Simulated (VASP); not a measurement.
# BaTe (I4/mmm) in VASP: a series of runs, part 2 of 2

VASP 6.6.1. Earlier steps stand in the parts before.

## Step 3: Single point, PBEsol (zz strain of -1 %)

File INCAR:

```
SYSTEM = BaTe
ALGO = Normal
EDIFF = 1E-6
ENCUT = 520
GGA = PS
ISIF = 2
ISMEAR = -1
LASPH = .TRUE.
LCHARG = .FALSE.
LREAL = .FALSE.
LWAVE = .FALSE.
NBANDS = 15
NELM = 100
PREC = Accurate
SIGMA = 0.05
```

File KPOINTS:

```
k-points
0
G
  10 10 10
  0 0 0
```

File POSCAR:

```
BaTe
1.0
    0.0000000000      3.4100000000      3.3759000000
    3.4100000000      0.0000000000      3.3759000000
    3.4100000000      3.4100000000      0.0000000000
Ba Te
1 1
Direct
    0.0000000000      0.0000000000      0.0000000000
    0.5000000000      0.5000000000      0.5000000000
```

Potentials or basis: VASP PAW PBE potentials, release 64 (Ba_sv, Te).

Run with:

```console
cat potpaw_PBE.64/Ba_sv/POTCAR potpaw_PBE.64/Te/POTCAR > POTCAR
mpirun -np 1 vasp_std > vasp.out
```

OUTCAR:

```text
SYSTEM = BaTe
   EDIFF = 1E-6
   ENCUT = 520
   GGA = PS
   ISIF = 2
   ISMEAR = -1
   LASPH = .TRUE.
   LREAL = .FALSE.
   NELM = 100
   PREC = Accurate

 ion  position               nearest neighbor table
   1  0.000  0.000  0.000-   2 3.38   2 3.38   2 3.41   2 3.41   2 3.41   2 3.41
   2  0.500  0.500  0.500-   1 3.38   1 3.38   1 3.41   1 3.41   1 3.41   1 3.41

  LATTYP: Found a body centered tetragonal cell.
 ALAT       =     4.8224682477
 C/A-ratio  =     1.4000714267

  Lattice vectors:

 A1 = (   0.0000000000,  -3.4100000000,  -3.3759000000)
 A2 = (   0.0000000000,   3.4100000000,  -3.3759000000)
 A3 = (   3.4100000000,   0.0000000000,   3.3759000000)

Analysis of symmetry for initial positions (statically):
=====================================================================
 Subroutine PRICEL returns:
 Original cell was already a primitive cell.

 Routine SETGRP: Setting up the symmetry group for a
 body centered tetragonal supercell.

 Subroutine GETGRP returns: Found 16 space group operations
 (whereof 16 operations were pure point group operations)
 out of a pool of 16 trial point group operations.

[... 176 lines left out ...]
      7       2.7273      1.99999
      8       2.7659      1.99998
      9       5.5049      0.00000
     10       5.5049      0.00000
     11       5.5742      0.00000
     12       5.8361      0.00000
     13       6.2488      0.00000
     14       6.3125      0.00000
[... 401 lines left out ...]
      2      -9.5598      2.00000
      3      -9.2981      2.00000
      4      -9.2863      2.00000
      5      -6.5808      2.00000
      6       1.0917      2.00000
      7       2.1109      2.00000
      8       2.2160      2.00000
      9       4.4169      0.00000
     10       7.2668      0.00000
     11       7.4545      0.00000
     12       8.3461      0.00000
     13       8.3729      0.00000
     14       9.7139      0.00000
     15      11.1326      0.00000

 [... further k-points ...]

------------------------ aborting loop because EDIFF is reached ----------------------------------------

  FORCE on cell =-STRESS in cart. coord.  units (eV):
  Direction    XX          YY          ZZ          XY          YZ          ZX
  --------------------------------------------------------------------------------------
  -------------------------------------------------------------------------------------
  Total        1.2116499      1.2116499      1.7083701      0.0000000     -0.0000000      0.0000000
  in kB       24.7263149     24.7263149     34.8629573      0.0000000     -0.0000000      0.0000000
  external PRESSURE =      28.1051957 kB  Pullay stress =       0.0000000 kB

 VOLUME and BASIS-vectors are now :
 -----------------------------------------------------------------------------
  energy-cutoff  :      520.00
  volume of cell :       78.51
      direct lattice vectors                 reciprocal lattice vectors
     0.000000000  3.410000000  3.375900000    -0.146627566  0.146627566  0.148108653
     3.410000000  0.000000000  3.375900000     0.146627566 -0.146627566  0.148108653
     3.410000000  3.410000000  0.000000000     0.146627566  0.146627566 -0.148108653

 POSITION                                       TOTAL-FORCE (eV/Angst)
 -----------------------------------------------------------------------------------
      0.00000      0.00000      0.00000        -0.000000      0.000000      0.000000
      3.41000      3.41000      3.37590         0.000000     -0.000000      0.000000
 -----------------------------------------------------------------------------------
    total drift:                                0.000000      0.000000      0.000000

  FREE ENERGIE OF THE ION-ELECTRON SYSTEM (eV)
  ---------------------------------------------------
  free  energy   TOTEN  =        -9.1405302614 eV

  energy  without entropy=       -9.1405301915  energy(sigma->0) =       -9.14053023
```

OSZICAR:

```text
N       E                     dE             d eps       ncg     rms          rms(c)
DAV:   1     0.817389554515E+02    0.81739E+02   -0.63919E+03  3060   0.900E+02
DAV:   2    -0.435896130600E+01   -0.86098E+02   -0.78752E+02  4131   0.157E+02
DAV:   3    -0.913114751388E+01   -0.47722E+01   -0.47379E+01  4083   0.392E+01
DAV:   4    -0.924667506930E+01   -0.11553E+00   -0.11549E+00  4054   0.620E+00
DAV:   5    -0.924934388926E+01   -0.26688E-02   -0.26688E-02  4363   0.797E-01    0.418E+00
DAV:   6    -0.914933107587E+01    0.10001E+00   -0.95818E-02  3641   0.162E+00    0.272E+00
DAV:   7    -0.913925438501E+01    0.10077E-01   -0.80279E-02  3795   0.155E+00    0.731E-01
DAV:   8    -0.914028010231E+01   -0.10257E-02   -0.96381E-03  3354   0.572E-01    0.185E-01
DAV:   9    -0.914047538566E+01   -0.19528E-03   -0.45809E-04  4159   0.149E-01    0.479E-02
DAV:  10    -0.914052205367E+01   -0.46668E-04   -0.72411E-05  3753   0.562E-02    0.148E-02
DAV:  11    -0.914053212595E+01   -0.10072E-04   -0.27365E-05  3907   0.295E-02    0.171E-02
DAV:  12    -0.914053007212E+01    0.20538E-05   -0.64400E-06  3795   0.140E-02    0.614E-03
DAV:  13    -0.914053026141E+01   -0.18929E-06   -0.30854E-07  2265   0.355E-03
   1 F= -.91405303E+01 E0= -.91405302E+01  d E =-.698840E-07
```

stdout:

```text
POSCAR found type information on POSCAR BaTe
 POSCAR found :  2 types and       2 ions
 scaLAPACK will be used
 -----------------------------------------------------------------------------
|                                                                             |
|                                                                             |
|     You enforced a specific xc type in the INCAR file but a different       |
|     I HOPE YOU KNOW WHAT YOU ARE DOING!                                     |
|                                                                             |
 -----------------------------------------------------------------------------

 LDA part: xc-table for (Slater+PW92), standard interpolation
 POSCAR, INCAR and KPOINTS ok, starting setup
 FFT: planning ... GRIDC
 FFT: planning ... GRID_SOFT
 FFT: planning ... GRID
 WAVECAR not read
 entering main loop
```

Run time: 86 s. Hardware: 1 thread of AMD EPYC 7R13 (Zen 3), shared host; peak memory 0.26 GiB.

Results:

```
Free energy            : -9.1405 eV
Pressure               : 2.8 GPa
Band gap on the k mesh : 1.18 eV (least direct gap 1.57 eV)
```

Stress tensor (GPa, compression positive):
```
2.47 0.00 0.00
0.00 2.47 0.00
0.00 0.00 3.49
```

Caveat: the cell differs from its parent crystal (zz strain of -1 %); the PAW data sets were made with another functional, which shifts forces and pressure a little; spin-orbit coupling is left out, which moves the levels of the heavy elements.

## Step 4: Single point, PBEsol (zz strain of +1 %)

File INCAR:

```
SYSTEM = BaTe
PREC     = Accurate       ! precision mode
ENCUT    = 520            ! plane-wave cutoff, eV
EDIFF    = 1E-7           ! SCF threshold, eV
ISMEAR   = -1             ! smearing method
SIGMA    = 0.05           ! smearing width, eV
LREAL    = .FALSE.        ! projectors in reciprocal space
LASPH    = .TRUE.         ! aspherical terms in the spheres
NELM     = 60             ! most SCF steps
ALGO     = Normal         ! electronic algorithm
ISIF     = 2              ! what is computed and relaxed
LWAVE    = .FALSE.        ! write WAVECAR
LCHARG   = .FALSE.        ! write CHGCAR
GGA      = PS             ! functional
NBANDS   = 15             ! bands
```

File KPOINTS:

```
Automatic mesh
0
G
  10 10 10
  0 0 0
```

File POSCAR:

```
BaTe
1.0
    0.0000000000      3.4100000000      3.4441000000
    3.4100000000      0.0000000000      3.4441000000
    3.4100000000      3.4100000000      0.0000000000
Ba Te
1 1
Direct
    0.0000000000      0.0000000000      0.0000000000
    0.5000000000      0.5000000000      0.5000000000
```

Run with:

```console
cat potpaw_PBE.64/Ba_sv/POTCAR potpaw_PBE.64/Te/POTCAR > POTCAR
mpirun -np 1 vasp_std > vasp.out
```

It took 89 s on 1 thread of AMD EPYC 7R13 (Zen 3), shared host; peak memory 0.26 GiB.

Results (log left out):

- Free energy: -9.1642 eV
- Pressure: 2.0 GPa
- Band gap on the k mesh: 1.25 eV (least direct gap 1.63 eV)

Stress tensor (GPa, compression positive):
```
2.27 0.00 0.00
0.00 2.27 0.00
0.00 0.00 1.38
```

Levels at points of the mesh, in eV from the valence-band top:
```tsv
k point	band 5	band 6	band 7	band 8	band 9	band 10	band 11	band 12
(0.00, 0.00, 0.00)	-9.75	-0.03	0.00	0.00	2.75	2.82	2.82	3.00
(0.50, 0.00, 0.00)	-8.78	-2.49	-1.30	-1.30	4.15	4.85	4.96	4.99
(0.50, 0.50, 0.00)	-9.52	-1.21	-0.38	-0.38	1.25	4.49	4.84	5.85
(0.50, 0.00, 0.50)	-9.52	-1.16	-0.42	-0.39	1.25	4.51	4.83	5.88
```

Caveat: the cell differs from its parent crystal (zz strain of +1 %); the PAW data sets were made with another functional, which shifts forces and pressure a little; spin-orbit coupling is left out, which moves the levels of the heavy elements. A k mesh can miss the band edges.

## Step 5: The runs side by side

```tsv
cell	gap on the mesh (eV)	pressure (GPa)
a = 4.774, b = 4.774, c = 4.822 Å, angles 59.7, 59.7, 60.7°, 2 atoms	1.12	3.3
a = 4.798, b = 4.798, c = 4.822 Å, angles 59.8, 59.8, 60.3°, 2 atoms	1.18	2.8
a = 4.847, b = 4.847, c = 4.822 Å, angles 60.2, 60.2, 59.7°, 2 atoms	1.25	2.0
```

Alike in all rows: task single point; level PBEsol; potentials or basis VASP PAW PBE potentials, release 64 (Ba_sv, Te); no spin polarisation; k mesh 10 × 10 × 10; cutoff (eV) 520; smearing fermi-dirac 0.05 eV.

Caveats: the PAW data sets were made with another functional, which shifts forces and pressure a little; spin-orbit coupling is left out, which moves the levels of the heavy elements; the cell stands under pressure (at least some runs).

Total energies depend on the potentials used, so only differences within one code and one set of settings carry meaning.
